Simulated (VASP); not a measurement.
Crystal: Ir2Pt.

```
CELL_PARAMETERS angstrom
4.39200 0.00000 0.00000
-2.19600 3.80358 0.00000
0.00000 0.00000 2.75922
ATOMIC_POSITIONS crystal
Ir 0.33333 0.66667 0.50000
Ir 0.66667 0.33333 0.50000
Pt 0.00000 0.00000 0.00000
```

* Program: VASP 6.6.1
* Task: relaxation of cell and atoms
* Functional: PBE
* Potentials or basis: VASP PAW PBE potentials, release 64 (Ir, Pt)
* Cutoff: 600 eV
* k mesh: 12 × 12 × 16
* Occupations: gaussian, width 0.1 eV
* Spin: no spin polarisation

At the start: pressure -0.0 GPa; volume 15.36 Å³/atom.

Where does the relaxation end?

Over 5 steps the energy falls by 2.8 meV/atom and the volume is 15.33 Å³/atom (-0.2 %); space group P6/mmm (No. 191, to 0.1 Å) before and after.

Step by step:
```tsv
step	energy change (eV)	largest force (eV/Å)	pressure (GPa)	volume (Å³)
1	0.0000	0.0000	-0.02	46.09
2	-0.0074	0.0000	-0.56	46.08
3	-0.0083	0.0000	-0.48	46.08
4	-0.0076	0.0000	1.37	45.79
5	-0.0085	0.0000	0.01	46.00
```

Final structure:
```cif
data_structure
_symmetry_space_group_name_H-M 'P 1'
_symmetry_Int_Tables_number 1
_cell_length_a 4.4150
_cell_length_b 4.4150
_cell_length_c 2.7251
_cell_angle_alpha 90.000
_cell_angle_beta 90.000
_cell_angle_gamma 120.000
_cell_volume 46.00
loop_
_atom_site_label
_atom_site_type_symbol
_atom_site_fract_x
_atom_site_fract_y
_atom_site_fract_z
_atom_site_occupancy
Ir1 Ir 0.33333 0.66667 0.50000 1
Ir2 Ir 0.66667 0.33333 0.50000 1
Pt1 Pt 0.00000 0.00000 0.00000 1
```
